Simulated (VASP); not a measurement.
# Ba (Pm-3m) in VASP: notebook

Ba is run at these levels: revPBE; tasks: single point.

All numbers are computed with VASP 6.6.1; they aren't measurements. Logs are shortened: lines on timing, memory, paths and dates and some standing lists are left out, and cuts for length are marked.

### 1 The cell of the first run

The structure is cubic, space group Pm-3m (No. 221). The conventional cell has a = 3.875 Å, b = 3.875 Å, c = 3.875 Å, α = 90.00°, β = 90.00°, γ = 90.00°. Ba (site symmetry m-3m) has 6 Ba at 3.88 Å within 5.1 Å.

### 2 Single point, revPBE (volume scaled by 0.88)

INCAR

```
ALGO = Normal ; EDIFF = 1E-6
ENCUT = 520 ; GGA = RE
ISIF = 2 ; ISMEAR = -1
LASPH = T ; LCHARG = F
LREAL = F ; LWAVE = F
NBANDS = 11 ; NELM = 80
PREC = Accurate ; SIGMA = 0.1
```

KPOINTS

```
k-points
0
Gamma
  9 9 9
```

POSCAR

```
Ba
1.0
    3.8754319453      0.0000000000      0.0000000000
    0.0000000000      3.8754319453      0.0000000000
    0.0000000000      0.0000000000      3.8754319453
Ba
1
Direct
    0.0000000000      0.0000000000      0.0000000000
```

Potentials or basis: VASP PAW PBE potentials, release 64 (Ba_sv).

Started as:

```console
> cat potpaw_PBE.64/Ba_sv/POTCAR > POTCAR
> mpirun -np 1 vasp_std > vasp.out
```

OUTCAR:

```text
EDIFF = 1E-6
   ENCUT = 520
   GGA = RE
   ISIF = 2
   ISMEAR = -1
   LASPH = T
   LREAL = F
   NELM = 80
   PREC = Accurate

 ion  position               nearest neighbor table
   1  0.000  0.000  0.000-

  LATTYP: Found a simple cubic cell.
 ALAT       =     3.8754319453

  Lattice vectors:

 A1 = (   3.8754319453,   0.0000000000,   0.0000000000)
 A2 = (   0.0000000000,   3.8754319453,   0.0000000000)
 A3 = (   0.0000000000,   0.0000000000,   3.8754319453)

Analysis of symmetry for initial positions (statically):
=====================================================================
 Subroutine PRICEL returns:
 Original cell was already a primitive cell.

 Routine SETGRP: Setting up the symmetry group for a
 simple cubic supercell.

 Subroutine GETGRP returns: Found 48 space group operations
 (whereof 48 operations were pure point group operations)
 out of a pool of 48 trial point group operations.

The static configuration has the point symmetry O_h .

Analysis of symmetry for dynamics (positions and initial velocities):
=====================================================================
 Subroutine PRICEL returns:
 Original cell was already a primitive cell.

 Routine SETGRP: Setting up the symmetry group for a
 simple cubic supercell.

 Subroutine GETGRP returns: Found 48 space group operations
 (whereof 48 operations were pure point group operations)
 out of a pool of 48 trial point group operations.

The dynamic configuration has the point symmetry O_h .

 Subroutine INISYM returns: Found 48 space group operations
 (whereof 48 operations are pure point group operations),
 and found     1 'primitive' translations

----------------------------------------------------------------------------------------

                                     Primitive cell

  volume of cell :      58.2050

  direct lattice vectors                    reciprocal lattice vectors
     3.875431945  0.000000000  0.000000000     0.258035753  0.000000000  0.000000000
     0.000000000  3.875431945  0.000000000     0.000000000  0.258035753  0.000000000
     0.000000000  0.000000000  3.875431945     0.000000000  0.000000000  0.258035753

  length of vectors
     3.875431945  3.875431945  3.875431945     0.258035753  0.258035753  0.258035753

  position of ions in fractional coordinates (direct lattice)
     0.000000000  0.000000000  0.000000000
[... 79 lines left out ...]
   NSW    =      0    number of steps for IOM
   IBRION =     -1    ionic relax: 0-MD 1-quasi-New 2-CG
   NFREE  =      0    steps in history (QN), initial steepest desc. (CG)
   ISIF   =      2    stress and relaxation
   ISYM   =      2    0-nonsym 1-usesym 2-fastsym
   POTIM  = 0.5000    time-step for ionic-motion
   TEBEG  =    0.0;   TEEND  =   0.0 temperature during run
   PSTRESS=    0.0 pullay stress
   NELECT =      10.0000    total number of electrons
   NUPDOWN=      -1.0000    fix difference up-down
   EMIN   =  10.00;   EMAX   =-10.00  energy-range for DOS
   EFERMI =   0.00;   METHOD = LEGACY
   ISMEAR =    -1;   SIGMA  =   0.10  broadening in eV -4-tet -1-fermi 0-gaus
   EFERMI_NEDOS =   21; number of points for ismear=-14 and -15
   IALGO  =     38    algorithm
   IMIX   =      4    mixing-type and parameters
     AMIX     =   0.40;   BMIX     =  1.00
     AMIX_MAG =   1.60;   BMIX_MAG =  1.00
  volume/ion in A,a.u.               =      58.21       392.79
  Fermi-wavevector in a.u.,A,eV,Ry     =   0.910098  1.719835 11.269406  0.828278
  Thomas-Fermi vector in A             =   2.034220
   LORBIT       =      0    0 simple, 1 ext, 2 COOP (PROOUT), +10 PAW based schemes
   GGA     = RE    functional components
   LHFCALC =     F    Hartree Fock is set to
   AEXX    =    0.0000 exact exchange contribution
   IVDW    =     0    specifies the selected vdW correction
   LEPSILON=     F    determine dielectric tensor
   LRPA    =     F    only Hartree local field effects (RPA)
 non-spin polarized calculation
  energy-cutoff  :      520.00
  volume of cell :       58.21
 maximum number of plane-waves:      1584
 NGX is ok and might be reduce to    30
   NGX = 15   NGY = 15   NGZ = 15

 number of electron      10.0000002 magnetization

 Free energy of the ion-electron system (eV)
  ---------------------------------------------------
  ext. energy  EPLUGINS =         0.00000000
  ---------------------------------------------------
  free energy    TOTEN  =        -1.38879355 eV

  energy without entropy =       -1.35727115  energy(sigma->0) =       -1.37303235

 E-fermi :   1.9347     XC(G=0):  -7.5666

 val. band max:        1.7986771784   @ k =   0.4444   0.4444   0.4444
 cond. band min:       1.9392932813   @ k =   0.4444   0.4444   0.4444
 fundamental gap:      0.1406161029
 Fermi energy:         1.9346592157

 k-point     1 :       0.0000    0.0000    0.0000
  band No.  band energies     occupation
      1     -27.2055      2.00000
      2     -11.9996      2.00000
      3     -11.9996      2.00000
      4     -11.9996      2.00000
      5      -0.6425      2.00000
      6       1.9767      0.79280
      7       1.9767      0.79280
      8       7.0501      0.00000
      9       7.0501      0.00000
     10       7.0501      0.00000
     11       9.8639      0.00000
[... 309 lines left out ...]
 k-point    24 :       0.4444    0.3333    0.1111
  band No.  band energies     occupation
      1     -27.0741      2.00000
      2     -12.6921      2.00000
      3     -12.5067      2.00000
      4     -11.9637      2.00000
      5       1.2999      1.99650
      6       2.7405      0.00063
      7       3.9913      0.00000
      8       4.2935      0.00000
      9       5.6117      0.00000
     10       6.2998      0.00000
     11       8.9239      0.00000

 [... further k-points ...]

------------------------ aborting loop because EDIFF is reached ----------------------------------------

  FORCE on cell =-STRESS in cart. coord.  units (eV):
  Direction    XX          YY          ZZ          XY          YZ          ZX
  --------------------------------------------------------------------------------------
  -------------------------------------------------------------------------------------
  Total        0.4268306      0.4268306      0.4268306      0.0000000      0.0000000     -0.0000000
  in kB       11.7491326     11.7491326     11.7491326      0.0000000      0.0000000     -0.0000000
  external PRESSURE =      11.7491326 kB  Pullay stress =       0.0000000 kB

 VOLUME and BASIS-vectors are now :
 -----------------------------------------------------------------------------
  energy-cutoff  :      520.00
  volume of cell :       58.21
      direct lattice vectors                 reciprocal lattice vectors
     3.875431945  0.000000000  0.000000000     0.258035753  0.000000000  0.000000000
     0.000000000  3.875431945  0.000000000     0.000000000  0.258035753  0.000000000
     0.000000000  0.000000000  3.875431945     0.000000000  0.000000000  0.258035753

 POSITION                                       TOTAL-FORCE (eV/Angst)
 -----------------------------------------------------------------------------------
      0.00000      0.00000      0.00000         0.000000      0.000000      0.000000
 -----------------------------------------------------------------------------------
    total drift:                                0.000000      0.000000     -0.000000

  FREE ENERGIE OF THE ION-ELECTRON SYSTEM (eV)
  ---------------------------------------------------
  free  energy   TOTEN  =        -1.3887935517 eV

  energy  without entropy=       -1.3572711463  energy(sigma->0) =       -1.37303235
```

stdout:

```text
POSCAR found type information on POSCAR Ba
 POSCAR found :  1 types and       1 ions
 scaLAPACK will be used
 -----------------------------------------------------------------------------
|                                                                             |
|                                                                             |
|     You enforced a specific xc type in the INCAR file but a different       |
|     I HOPE YOU KNOW WHAT YOU ARE DOING!                                     |
|                                                                             |
 -----------------------------------------------------------------------------

 LDA part: xc-table for (Slater+PW92), standard interpolation
 POSCAR, INCAR and KPOINTS ok, starting setup
 FFT: planning ... GRIDC
 FFT: planning ... GRID_SOFT
 FFT: planning ... GRID
 WAVECAR not read
 entering main loop
```

It took 7.3 s on 1 thread of Intel Xeon 6975P-C (Granite Rapids), shared host; peak memory 0.17 GiB.

What came out:

```yaml
Free_energy: -1.3888 eV
Pressure: 1.2 GPa
Band_gap_on_the_k_mesh: 0.14 eV, direct
```

Levels at points of the mesh, in eV from the valence-band top:
| k point | band 3 | band 4 | band 5 | band 6 | band 7 | band 8 |
| --- | --- | --- | --- | --- | --- | --- |
| (0.00, 0.00, 0.00) | -13.80 | -13.80 | -2.44 | 0.18 | 0.18 | 5.25 |

Caveat: the cell differs from its parent crystal (volume scaled by 0.88); the PAW data sets were made with another functional, which shifts forces and pressure a little; spin-orbit coupling is left out, which moves the levels of the heavy elements. A k mesh can miss the band edges.

### 3 Single point, revPBE (volume scaled by 0.92)

INCAR

```
SYSTEM = Ba
  ALGO = Normal
  EDIFF = 1E-6
  ENCUT = 520
  GGA = RE
  ISIF = 2
  ISMEAR = -1
  LASPH = .True.
  LCHARG = .False.
  LREAL = .False.
  LWAVE = .False.
  NBANDS = 11
  NELM = 60
  PREC = Accurate
  SIGMA = 0.1
```

KPOINTS

```
k-points
0
Gamma
  9 9 9
  0 0 0
```

POSCAR

```
Ba
1.0
    3.9332827420      0.0000000000      0.0000000000
    0.0000000000      3.9332827420      0.0000000000
    0.0000000000      0.0000000000      3.9332827420
Ba
1
Direct
    0.0000000000      0.0000000000      0.0000000000
```

Potentials or basis: VASP PAW PBE potentials, release 64 (Ba_sv).

Started as:

```console
> cat potpaw_PBE.64/Ba_sv/POTCAR > POTCAR
> mpirun -np 1 vasp_std > vasp.out
```

Run time: 7.4 s. Hardware: 1 thread of Intel Xeon 6975P-C (Granite Rapids), shared host; peak memory 0.17 GiB.

It converged, with:

```yaml
Free_energy: -1.4045 eV
Pressure: 0.7 GPa
Band_gap_on_the_k_mesh: 0.14 eV, direct
```

Levels at points of the mesh, in eV from the valence-band top:
```
           k point  band 3  band 4  band 5  band 6  band 7  band 8
(0.00, 0.00, 0.00)  -13.93  -13.93   -2.48    0.16    0.16    4.99
```

Caveat: the cell differs from its parent crystal (volume scaled by 0.92); the PAW data sets were made with another functional, which shifts forces and pressure a little; spin-orbit coupling is left out, which moves the levels of the heavy elements. A k mesh can miss the band edges.

### 4 Single point, revPBE (volume scaled by 0.96)

INCAR

```
ALGO     = Normal         # electronic algorithm
EDIFF    = 1E-6           # SCF threshold, eV
ENCUT    = 520            # plane-wave cutoff, eV
GGA      = RE             # functional
ISIF     = 2              # what is computed and relaxed
ISMEAR   = -1             # smearing method
LASPH    = T              # aspherical terms in the spheres
LCHARG   = F              # write CHGCAR
LREAL    = F              # projectors in reciprocal space
LWAVE    = F              # write WAVECAR
NBANDS   = 11             # bands
NELM     = 100            # most SCF steps
PREC     = Accurate       # precision mode
SIGMA    = 0.1            # smearing width, eV
```

KPOINTS

```
k-points
0
Gamma
  9 9 9
```

POSCAR

```
Ba
1.0
    3.9894800881      0.0000000000      0.0000000000
    0.0000000000      3.9894800881      0.0000000000
    0.0000000000      0.0000000000      3.9894800881
Ba
1
Direct
    0.0000000000      0.0000000000      0.0000000000
```

Started as:

```console
> cat potpaw_PBE.64/Ba_sv/POTCAR > POTCAR
> mpirun -np 1 vasp_std > vasp.out
```

It took 7.1 s on 1 thread of Intel Xeon 6975P-C (Granite Rapids), shared host; peak memory 0.17 GiB.

The run converged. Its results:

```
Free energy            : -1.4137 eV
Pressure               : 0.4 GPa
Band gap on the k mesh : 0.13 eV, direct
```

Levels at points of the mesh, in eV from the valence-band top:
| k point | band 1 | band 2 | band 3 | band 4 | band 5 | band 6 | band 7 | band 8 | band 9 | band 10 |
| --- | --- | --- | --- | --- | --- | --- | --- | --- | --- | --- |
| (0.00, 0.00, 0.00) | -29.18 | -14.05 | -14.05 | -14.05 | -2.50 | 0.15 | 0.15 | 4.76 | 4.76 | 4.76 |

Caveat: the cell differs from its parent crystal (volume scaled by 0.96); the PAW data sets were made with another functional, which shifts forces and pressure a little; spin-orbit coupling is left out, which moves the levels of the heavy elements.

### 5 Single point, revPBE

This run uses another cell than the first one, of 66.14 Å³/atom, 1.136 times its volume.

INCAR

```
PREC     = Accurate       # precision mode
ENCUT    = 520            # plane-wave cutoff, eV
EDIFF    = 1E-6           # SCF threshold, eV
ISMEAR   = -1             # smearing method
SIGMA    = 0.1            # smearing width, eV
LREAL    = F              # projectors in reciprocal space
LASPH    = T              # aspherical terms in the spheres
NELM     = 80             # most SCF steps
ALGO     = Normal         # electronic algorithm
ISIF     = 2              # what is computed and relaxed
LWAVE    = F              # write WAVECAR
LCHARG   = F              # write CHGCAR
GGA      = RE             # functional
NBANDS   = 11             # bands
```

KPOINTS

```
Automatic mesh
0
Gamma
  8 8 8
```

POSCAR

```
Ba
1.0
    4.0441372922      0.0000000000      0.0000000000
    0.0000000000      4.0441372922      0.0000000000
    0.0000000000      0.0000000000      4.0441372922
Ba
1
Direct
    0.0000000000      0.0000000000      0.0000000000
```

Started as:

```console
> cat potpaw_PBE.64/Ba_sv/POTCAR > POTCAR
> mpirun -np 1 vasp_std > vasp.out
```

It took 7.6 s on 1 thread of Intel Xeon 6975P-C (Granite Rapids), shared host; peak memory 0.17 GiB.

It converged, with:

| Property | Result |
| --- | --- |
| Free energy | -1.4162 eV |
| Pressure | 0.1 GPa |
| Band gap on the k mesh | zero (filled and empty bands touch) |

Levels at points of the mesh, in eV from the Fermi level:
```tsv
k point	band 2	band 3	band 4	band 5	band 6	band 7	band 8	band 9
(0.00, 0.00, 0.00)	-14.19	-14.19	-14.19	-2.56	0.11	0.11	4.51	4.51
(0.50, 0.00, 0.00)	-14.76	-14.14	-14.14	-0.73	0.60	0.64	2.48	2.48
(0.50, 0.50, 0.00)	-14.68	-14.68	-14.09	-0.89	0.65	2.93	2.93	3.05
(0.50, 0.50, 0.50)	-14.61	-14.61	-14.61	0.01	0.01	0.01	3.80	5.98
```

Caveat: the PAW data sets were made with another functional, which shifts forces and pressure a little; spin-orbit coupling is left out, which moves the levels of the heavy elements.

### 6 Single point, revPBE

This run uses another cell than the first one, of 66.14 Å³/atom, 1.136 times its volume.

INCAR

```
SYSTEM = Ba
ALGO = Normal ; EDIFF = 1E-6
ENCUT = 520 ; GGA = RE
ISIF = 2 ; ISMEAR = -1
LASPH = .TRUE. ; LCHARG = .TRUE.
LELF = .TRUE. ; LREAL = .FALSE.
LVHAR = .TRUE. ; LWAVE = .FALSE.
NBANDS = 11 ; NELM = 80
PREC = Accurate ; SIGMA = 0.1
```

KPOINTS

```
k-points
0
G
  9 9 9
  0 0 0
```

POSCAR is that of step 5.

Potentials or basis: VASP PAW PBE potentials, release 64 (Ba_sv).

Started as:

```console
> cat potpaw_PBE.64/Ba_sv/POTCAR > POTCAR
> mpirun -np 1 vasp_std > vasp.out
```

Wall time 8 s (1 thread of Intel Xeon 6975P-C (Granite Rapids), shared host); peak memory 0.17 GiB.

The run converged. Its results:

| Property | Result |
| --- | --- |
| Free energy | -1.4176 eV |
| Pressure | 0.1 GPa |
| Band gap on the k mesh | 0.13 eV, direct |

Levels at points of the mesh, in eV from the valence-band top:
```tsv
k point	band 2	band 3	band 4	band 5	band 6	band 7	band 8	band 9
(0.00, 0.00, 0.00)	-14.16	-14.16	-14.16	-2.52	0.14	0.14	4.54	4.54
```

Caveat: the PAW data sets were made with another functional, which shifts forces and pressure a little; spin-orbit coupling is left out, which moves the levels of the heavy elements. A k mesh can miss the band edges.

### 7 Overview

| cell | k mesh | gap on the mesh (eV) | pressure (GPa) |
| --- | --- | --- | --- |
| a = 3.875 Å, 1 atom | 9 × 9 × 9 | 0.14 | 1.2 |
| a = 3.933 Å, 1 atom | 9 × 9 × 9 | 0.14 | 0.7 |
| a = 3.989 Å, 1 atom | 9 × 9 × 9 | 0.13 | 0.4 |
| a = 4.044 Å, 1 atom | 8 × 8 × 8 | none | 0.1 |
| a = 4.044 Å, 1 atom | 9 × 9 × 9 | 0.13 | 0.1 |

Alike in all rows: task single point; level revPBE; potentials or basis VASP PAW PBE potentials, release 64 (Ba_sv); no spin polarisation; cutoff (eV) 520; smearing fermi-dirac 0.1 eV.

Caveats: the PAW data sets were made with another functional, which shifts forces and pressure a little; spin-orbit coupling is left out, which moves the levels of the heavy elements.

Absolute energies hang on the potentials; compare differences alone.
